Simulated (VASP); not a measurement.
Write the native input for VASP 6.6.1 that does the following.

- Task: single point
- Functional: PBEsol
- Dispersion: D3(BJ)
- Potentials or basis: VASP PAW PBE potentials, release 64 (Bi_d, Cs_sv, Ag, Br)
- Cutoff: 500 eV
- k mesh: 4 × 4 × 4
- Occupations: fermi-dirac, width 0.05 eV
- Spin: no spin polarisation
- Dipole correction: no
- Further INCAR settings: ALGO = Normal; EDIFF = 1e-06; NBANDS = 54

The structure of Cs2AgBiBr6 lies in POSCAR:

```
Cs2AgBiBr6
1.0
    0.0000000000      5.5181137368      5.5181137368
    5.5181137368      0.0000000000      5.5181137368
    5.5181137368      5.5181137368      0.0000000000
Bi Cs Ag Br
1 2 1 6
Direct
    0.0000000000      0.0000000000      0.0000000000
    0.7500000000      0.7500000000      0.7500000000
    0.2500000000      0.2500000000      0.2500000000
    0.5000000000      0.5000000000      0.5000000000
    0.7451641559      0.7451641559      0.2548358441
    0.2548358441      0.2548358441      0.7451641559
    0.7451641559      0.2548358441      0.2548358441
    0.7451641559      0.2548358441      0.7451641559
    0.2548358441      0.7451641559      0.7451641559
    0.2548358441      0.7451641559      0.2548358441
```

The input as run:

INCAR

```
  PREC = Accurate
  ENCUT = 500
  EDIFF = 1E-6
  ISMEAR = -1
  SIGMA = 0.05
  LREAL = False
  LASPH = True
  NELM = 120
  ALGO = Normal
  ISIF = 2
  LWAVE = False
  LCHARG = False
  GGA = PS
  IVDW = 12
  NBANDS = 54
  GGA_COMPAT = False
```

KPOINTS

```
Automatic mesh
0
Gamma
  4 4 4
```

Potentials or basis: VASP PAW PBE potentials, release 64 (Bi_d, Cs_sv, Ag, Br).

Command:

```sh
$ cat potpaw_PBE.64/Bi_d/POTCAR potpaw_PBE.64/Cs_sv/POTCAR potpaw_PBE.64/Ag/POTCAR potpaw_PBE.64/Br/POTCAR > POTCAR
$ mpirun -np 1 vasp_std > vasp.out
```

Results of the run:

- Pressure: 0.0 GPa
- Largest force: 0.007 eV/Å
- Band gap on the k mesh: 1.03 eV (least direct gap 2.34 eV)
- Dispersion energy per atom: -0.253 eV

Caveat: the PAW data sets were made with another functional, which shifts forces and pressure a little; spin-orbit coupling is left out, which moves the levels of the heavy elements.

Wall time 5.3 min on 1 thread of Oxide Virtual Turin-like Processor, on a shared host, peak memory 0.56 GiB.
